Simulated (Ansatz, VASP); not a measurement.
SnO2: VASP beside Ansatz

```xyz
12
Lattice="4.7035 0.0000 0.0000 0.0000 5.6952 0.0000 0.0000 0.0000 5.2043" Properties=species:S:1:pos:R:3 pbc="T T T"
Sn    2.3517    3.8005    3.9032
Sn    0.0000    4.7423    1.3011
Sn    2.3517    1.8947    1.3011
Sn    0.0000    0.9529    3.9032
O     3.4383    3.4451    0.4040
O     1.0866    5.0977    4.8003
O     3.6169    5.0977    3.0062
O     1.2651    3.4451    2.1982
O     3.4383    2.2501    3.0062
O     1.0866    0.5975    2.1982
O     3.6169    0.5975    0.4040
O     1.2651    2.2501    4.8003
```

Alike in both runs: functional LDA; k mesh 6 × 6 × 6; occupations gaussian, width 0.02 eV; no spin polarisation.

Ansatz relaxed the structure, and its values are those at the end. VASP's run is a single point on that final structure, the one shown.

|  | VASP | Ansatz |
| --- | --- | --- |
| version | VASP 6.6.1 | Ansatz 0.2.0 |
| potentials or method | VASP PAW LDA potentials, release 64 (Sn_d, O), cutoff 520 eV | scalar-relativistic, plane waves, PAW |
| valence electrons in the cell | 104 | 104 |

|  | VASP | Ansatz | Ansatz less VASP |
| --- | --- | --- | --- |
| gap on the k mesh at the Fermi level (eV) | 1.54 | 1.50 | -0.034 |
| least direct gap on the mesh (eV) | 1.54 | 1.50 | -0.034 |
| pressure (GPa) | 1.1 | 0.0 | -1.09 |
| rms of the force components (eV/Å) | 0.010 | 0.001 | -0.0096 |

LDA's correlation is that of Perdew and Zunger in VASP and of Perdew and Wang (1992) in Ansatz.
